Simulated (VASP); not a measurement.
Wanted: the native input for a VASP 6.6.1 run.

* Task: single point
* Functional: PBEsol
* Potentials or basis: VASP PAW PBE potentials, release 64 (Ge_d)
* Cutoff: 520 eV
* k mesh: 12 × 12 × 7
* Occupations: gaussian, width 0.03 eV
* Spin: no spin polarisation
* Dipole correction: no
* Further INCAR settings: ALGO = Normal; EDIFF = 1e-06; NBANDS = 36

The structure of Ge lies in POSCAR:

```
Ge
1.0
    3.9980518922      0.0000000000      0.0000000000
   -1.9990259461      3.4624145043      0.0000000000
    0.0000000000      0.0000000000      6.5935494637
Ge
4
Direct
    0.3333333333      0.6666666667      0.0628279702
    0.6666666667      0.3333333333      0.5628279702
    0.6666666667      0.3333333333      0.9371720298
    0.3333333333      0.6666666667      0.4371720298
```

This isn't the form of Ge at room conditions, which is diamond.

These files were run (other wordings do the same):

INCAR

```
SYSTEM = Ge
  PREC = Accurate
  ENCUT = 520
  EDIFF = 1E-6
  ISMEAR = 0
  SIGMA = 0.03
  LREAL = .False.
  LASPH = .True.
  NELM = 80
  ALGO = Normal
  ISIF = 2
  LWAVE = .False.
  LCHARG = .False.
  GGA = PS
  NBANDS = 36
```

KPOINTS

```
regular mesh
0
Gamma
  12 12 7
  0 0 0
```

Potentials or basis: VASP PAW PBE potentials, release 64 (Ge_d).

The run is started by

```console
$ cat potpaw_PBE.64/Ge_d/POTCAR > POTCAR
$ mpirun -np 1 vasp_std > vasp.out
```

It gave:

```yaml
Pressure: -0.1 GPa
Band_gap_on_the_k_mesh: zero (filled and empty bands touch)
```

Caveat: semilocal functionals underestimate gaps, and a narrow one can read as zero; the PAW data sets were made with another functional, which shifts forces and pressure a little.

It took 85 s on 1 thread of Intel(R) Xeon(R) Platinum 8559C (Emerald Rapids) (shared host), peak memory 0.31 GiB.
